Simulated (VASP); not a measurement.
# Si2As (P4_2/mnm) in VASP: single point with PBE

Aim: the single point of Si2As with PBE.

Program: VASP 6.6.1. These are calculated values, not measurements. Logs are shortened: lines on timing, memory, paths and dates and some standing lists are left out, and cuts for length are marked.

**1. The cell of the first run**

It takes space group P4_2/mnm (No. 136, tetragonal). The conventional cell has a = 5.837 Å, b = 5.837 Å, c = 3.555 Å, α = 90.00°, β = 90.00°, γ = 90.00°. Within 3.2 Å of Si (site symmetry m2m) lie 3 As at 2.44 to 2.45 Å. As (site symmetry mmm) has 6 Si at 2.44 to 2.45 Å within 3.2 Å.

**2. Single point, PBE**

INCAR

```
SYSTEM = Si2As
PREC = Accurate
ENCUT = 520
EDIFF = 1E-6
ISMEAR = 0
SIGMA = 0.1
LREAL = .False.
LASPH = .True.
NELM = 100
ALGO = Normal
ISIF = 2
LWAVE = .False.
LCHARG = .False.
GGA = PE
NBANDS = 22
```

KPOINTS

```
regular mesh
0
Gamma
  4 4 6
  0 0 0
```

POSCAR

```
Si2As
1.0
    5.8366991600      0.0000000000      0.0000000000
    0.0000000000      5.8366991600      0.0000000000
    0.0000000000      0.0000000000      3.5552235200
Si As
4 2
Direct
    0.2959747000      0.2959747000      0.0000000000
    0.7040253000      0.7040253000      0.0000000000
    0.7959747000      0.2040253000      0.5000000000
    0.2040253000      0.7959747000      0.5000000000
    0.0000000000      0.0000000000      0.0000000000
    0.5000000000      0.5000000000      0.5000000000
```

Potentials or basis: VASP PAW PBE potentials, release 64 (Si, As).

Command:

```bash
$ cat potpaw_PBE.64/Si/POTCAR potpaw_PBE.64/As/POTCAR > POTCAR
$ mpirun -np 1 vasp_std > vasp.out
```

OUTCAR:

```text
SYSTEM = Si2As
   PREC = Accurate
   ENCUT = 520
   EDIFF = 1E-6
   ISMEAR = 0
   LREAL = .False.
   LASPH = .True.
   NELM = 100
   ISIF = 2
   GGA = PE

 ion  position               nearest neighbor table
   1  0.296  0.296  0.000-   5 2.44   6 2.45   6 2.45
   2  0.704  0.704  0.000-   5 2.44   6 2.45   6 2.45
   3  0.796  0.204  0.500-   6 2.44   5 2.45   5 2.45
   4  0.204  0.796  0.500-   6 2.44   5 2.45   5 2.45
   5  0.000  0.000  0.000-   1 2.44   2 2.44   3 2.45   4 2.45   3 2.45   4 2.45
   6  0.500  0.500  0.500-   3 2.44   4 2.44   1 2.45   2 2.45   1 2.45   2 2.45

  LATTYP: Found a simple tetragonal cell.
 ALAT       =     5.8366991600
 C/A-ratio  =     0.6091154302

  Lattice vectors:

 A1 = (   5.8366991600,   0.0000000000,   0.0000000000)
 A2 = (   0.0000000000,   5.8366991600,   0.0000000000)
 A3 = (   0.0000000000,   0.0000000000,   3.5552235200)

Analysis of symmetry for initial positions (statically):
=====================================================================
 Subroutine PRICEL returns:
 Original cell was already a primitive cell.

 Routine SETGRP: Setting up the symmetry group for a
 simple tetragonal supercell.

 Subroutine GETGRP returns: Found 16 space group operations
 (whereof  8 operations were pure point group operations)
 out of a pool of 16 trial point group operations.

The static configuration has the point symmetry D_2h.
 The point group associated with its full space group is D_4h.

Analysis of symmetry for dynamics (positions and initial velocities):
=====================================================================
 Subroutine PRICEL returns:
 Original cell was already a primitive cell.

 Routine SETGRP: Setting up the symmetry group for a
 simple tetragonal supercell.

 Subroutine GETGRP returns: Found 16 space group operations
 (whereof  8 operations were pure point group operations)
 out of a pool of 16 trial point group operations.

The dynamic configuration has the point symmetry D_2h.
 The point group associated with its full space group is D_4h.

 Subroutine INISYM returns: Found 16 space group operations
 (whereof  8 operations are pure point group operations),
 and found     1 'primitive' translations

----------------------------------------------------------------------------------------

                                     Primitive cell

  volume of cell :     121.1160

  direct lattice vectors                    reciprocal lattice vectors
     5.836699160  0.000000000  0.000000000     0.171329714  0.000000000  0.000000000
     0.000000000  5.836699160  0.000000000     0.000000000  0.171329714  0.000000000
     0.000000000  0.000000000  3.555223520     0.000000000  0.000000000  0.281276267

  length of vectors
     5.836699160  5.836699160  3.555223520     0.171329714  0.171329714  0.281276267

  position of ions in fractional coordinates (direct lattice)
     0.295974700  0.295974700  0.000000000
     0.704025300  0.704025300  0.000000000
     0.795974700  0.204025300  0.500000000
     0.204025300  0.795974700  0.500000000
     0.000000000  0.000000000  0.000000000
     0.500000000  0.500000000  0.500000000

  ion indices of the primitive-cell ions
   primitive index   ion index
                 1           1
                 2           2
                 3           3
                 4           4
                 5           5
                 6           6

----------------------------------------------------------------------------------------

 KPOINTS: regular mesh

Automatic generation of k-mesh.
 Grid dimensions read from file:
 generate k-points for:    4    4    6

 Generating k-lattice:

  Cartesian coordinates                     Fractional coordinates (reciprocal lattice)
     0.042832429  0.000000000  0.000000000     0.250000000  0.000000000  0.000000000
     0.000000000  0.042832429  0.000000000     0.000000000  0.250000000  0.000000000
     0.000000000  0.000000000  0.046879378     0.000000000  0.000000000  0.166666667

  Length of vectors
     0.042832429  0.042832429  0.046879378

  Shift w.r.t. Gamma in fractional coordinates (k-lattice)
     0.000000000  0.000000000  0.000000000

 Subroutine IBZKPT returns following result:
 ===========================================

 Found     24 irreducible k-points:

 Following reciprocal coordinates:
            Coordinates               Weight
  0.000000  0.000000  0.000000      1.000000
  0.250000  0.000000  0.000000      4.000000
  0.500000  0.000000  0.000000      2.000000
  0.250000  0.250000  0.000000      4.000000
  0.500000  0.250000  0.000000      4.000000
  0.500000  0.500000  0.000000      1.000000
[... 16 lines left out ...]
  0.500000  0.250000  0.500000      4.000000
  0.500000  0.500000  0.500000      1.000000
   k-points           NKPTS =     24   k-points in BZ     NKDIM =     24   number of bands    NBANDS=     22
   number of dos      NEDOS =    301   number of ions     NIONS =      6
   total plane-waves  NPLWV =  64512
   dimension x,y,z NGX =    48 NGY =   48 NGZ =   28
   dimension x,y,z NGXF=    96 NGYF=   96 NGZF=   56
   ions per type =               4   2
   NGX,Y,Z   is equivalent  to a cutoff of  13.67, 13.67, 13.09 a.u.
   NGXF,Y,Z  is equivalent  to a cutoff of  27.34, 27.34, 26.19 a.u.
 SYSTEM =  Si2As
   PREC   = accura    normal or accurate (medium, high low for compatibility)
   ISTART =      0    job   : 0-new  1-cont  2-samecut
   ICHARG =      2    charge: 1-file 2-atom 10-const
   ISPIN  =      1    spin polarized calculation?
   LNONCOLLINEAR =      F non collinear calculations
   LSORBIT =      F    spin-orbit coupling
   LASPH  =      T    aspherical Exc in radial PAW
   ENCUT  =  520.0 eV  38.22 Ry    6.18 a.u.  10.85 10.85  6.61*2*pi/ulx,y,z
   NELM   =    100;   NELMIN=  2; NELMDL= -5     # of ELM steps
   EDIFF  = 0.1E-05   stopping-criterion for ELM
   LREAL  =      F    real-space projection
   EDIFFG = 0.1E-04   stopping-criterion for IOM
   NSW    =      0    number of steps for IOM
   IBRION =     -1    ionic relax: 0-MD 1-quasi-New 2-CG
   NFREE  =      0    steps in history (QN), initial steepest desc. (CG)
   ISIF   =      2    stress and relaxation
   ISYM   =      2    0-nonsym 1-usesym 2-fastsym
   POTIM  = 0.5000    time-step for ionic-motion
   TEBEG  =    0.0;   TEEND  =   0.0 temperature during run
   PSTRESS=    0.0 pullay stress
   NELECT =      26.0000    total number of electrons
   NUPDOWN=      -1.0000    fix difference up-down
   EMIN   =  10.00;   EMAX   =-10.00  energy-range for DOS
   EFERMI =   0.00;   METHOD = LEGACY
   ISMEAR =     0;   SIGMA  =   0.10  broadening in eV -4-tet -1-fermi 0-gaus
   EFERMI_NEDOS =   21; number of points for ismear=-14 and -15
   IALGO  =     38    algorithm
   IMIX   =      4    mixing-type and parameters
     AMIX     =   0.40;   BMIX     =  1.00
     AMIX_MAG =   1.60;   BMIX_MAG =  1.00
  volume/ion in A,a.u.               =      20.19       136.22
  Fermi-wavevector in a.u.,A,eV,Ry     =   0.980239  1.852384 13.073417  0.960869
  Thomas-Fermi vector in A             =   2.111154
   LORBIT       =      0    0 simple, 1 ext, 2 COOP (PROOUT), +10 PAW based schemes
   GGA     = PE    functional components
   LHFCALC =     F    Hartree Fock is set to
   AEXX    =    0.0000 exact exchange contribution
   IVDW    =     0    specifies the selected vdW correction
   LEPSILON=     F    determine dielectric tensor
   LRPA    =     F    only Hartree local field effects (RPA)
 non-spin polarized calculation
 Gauss-broadening in eV      SIGMA  =   0.10
  energy-cutoff  :      520.00
  volume of cell :      121.12
 maximum number of plane-waves:      3304
 NGX is ok and might be reduce to    48
   NGX = 21   NGY = 21   NGZ = 13

 number of electron      26.0000002 magnetization

 Free energy of the ion-electron system (eV)
  ---------------------------------------------------
  ext. energy  EPLUGINS =         0.00000000
  ---------------------------------------------------
  free energy    TOTEN  =       -25.47777046 eV

  energy without entropy =      -25.46637423  energy(sigma->0) =      -25.47207235

 E-fermi :   6.0328     XC(G=0):  -9.8185

 val. band max:        5.9759980586   @ k =   0.2500   0.0000   0.5000
 cond. band min:       6.0551112222   @ k =   0.2500   0.2500   0.5000
 fundamental gap:      0.0791131636
 Fermi energy:         6.0328162758

 k-point     1 :       0.0000    0.0000    0.0000
  band No.  band energies     occupation
      1      -8.4094      2.00000
      2      -6.9879      2.00000
      3      -2.8830      2.00000
      4      -2.8830      2.00000
      5       0.8440      2.00000
      6       0.9253      2.00000
[... 14 lines left out ...]
     21      11.1202      0.00000
     22      12.1916      0.00000

 k-point     2 :       0.2500    0.0000    0.0000
  band No.  band energies     occupation
      1      -8.2457      2.00000
      2      -7.2598      2.00000
      3      -2.6508      2.00000
      4      -2.5682      2.00000
      5      -0.6572      2.00000
      6      -0.3034      2.00000
[... 14 lines left out ...]
     21      10.6209      0.00000
     22      11.0811      0.00000

 k-point     3 :       0.5000    0.0000    0.0000
  band No.  band energies     occupation
      1      -7.8027      2.00000
      2      -7.8027      2.00000
      3      -2.0902      2.00000
      4      -2.0902      2.00000
      5      -1.4327      2.00000
      6      -1.4327      2.00000
[... 14 lines left out ...]
     21      10.4413      0.00000
     22      10.4413      0.00000
[... 476 lines left out ...]
 k-point    23 :       0.5000    0.2500    0.5000
  band No.  band energies     occupation
      1      -6.2562      2.00000
      2      -6.2562      2.00000
      3      -3.0225      2.00000
      4      -3.0225      2.00000
      5      -0.9077      2.00000
      6      -0.9077      2.00000
[... 14 lines left out ...]
     21      10.8006      0.00000
     22      10.8006      0.00000

 k-point    24 :       0.5000    0.5000    0.5000
  band No.  band energies     occupation
      1      -6.2365      2.00000
      2      -6.2365      2.00000
      3      -2.7766      2.00000
      4      -2.7766      2.00000
      5      -1.5657      2.00000
      6      -1.5657      2.00000
[... 14 lines left out ...]
     21      11.0092      0.00000
     22      11.0092      0.00000

------------------------ aborting loop because EDIFF is reached ----------------------------------------

  FORCE on cell =-STRESS in cart. coord.  units (eV):
  Direction    XX          YY          ZZ          XY          YZ          ZX
  --------------------------------------------------------------------------------------
  -------------------------------------------------------------------------------------
  Total        4.3886121      4.3886121      5.7115621     -0.0000000      0.0000000      0.0000000
  in kB       58.0545487     58.0545487     75.5551303     -0.0000000      0.0000000      0.0000000
  external PRESSURE =      63.8880759 kB  Pullay stress =       0.0000000 kB

 VOLUME and BASIS-vectors are now :
 -----------------------------------------------------------------------------
  energy-cutoff  :      520.00
  volume of cell :      121.12
      direct lattice vectors                 reciprocal lattice vectors
     5.836699160  0.000000000  0.000000000     0.171329714  0.000000000  0.000000000
     0.000000000  5.836699160  0.000000000     0.000000000  0.171329714  0.000000000
     0.000000000  0.000000000  3.555223520     0.000000000  0.000000000  0.281276267

 POSITION                                       TOTAL-FORCE (eV/Angst)
 -----------------------------------------------------------------------------------
      1.72752      1.72752      0.00000        -0.069657     -0.069657     -0.000000
      4.10918      4.10918      0.00000         0.069657      0.069657      0.000000
      4.64586      1.19083      1.77761        -0.069657      0.069657      0.000000
      1.19083      4.64586      1.77761         0.069657     -0.069657     -0.000000
      0.00000      0.00000      0.00000         0.000000     -0.000000     -0.000000
      2.91835      2.91835      1.77761         0.000000     -0.000000     -0.000000
 -----------------------------------------------------------------------------------
    total drift:                               -0.000000      0.000000      0.000000

  FREE ENERGIE OF THE ION-ELECTRON SYSTEM (eV)
  ---------------------------------------------------
  free  energy   TOTEN  =       -25.4777704593 eV

  energy  without entropy=      -25.4663742317  energy(sigma->0) =      -25.47207235
```

It took 37 s on 1 thread of Intel Xeon Platinum 8488C (Sapphire Rapids), shared host; peak memory 0.25 GiB.

Results:

* Free energy: -25.4778 eV
* Pressure: 6.4 GPa
* Largest force: 0.099 eV/Å
* Band gap on the k mesh: zero (band 13 reaches 7.18 eV, above the bottom of band 14 at 5.03 eV)

Forces on the atoms (eV/Å):
```
Si  -0.070 -0.070  0.000
Si   0.070  0.070  0.000
Si  -0.070  0.070  0.000
Si   0.070 -0.070  0.000
As   0.000  0.000  0.000
As   0.000  0.000  0.000
```
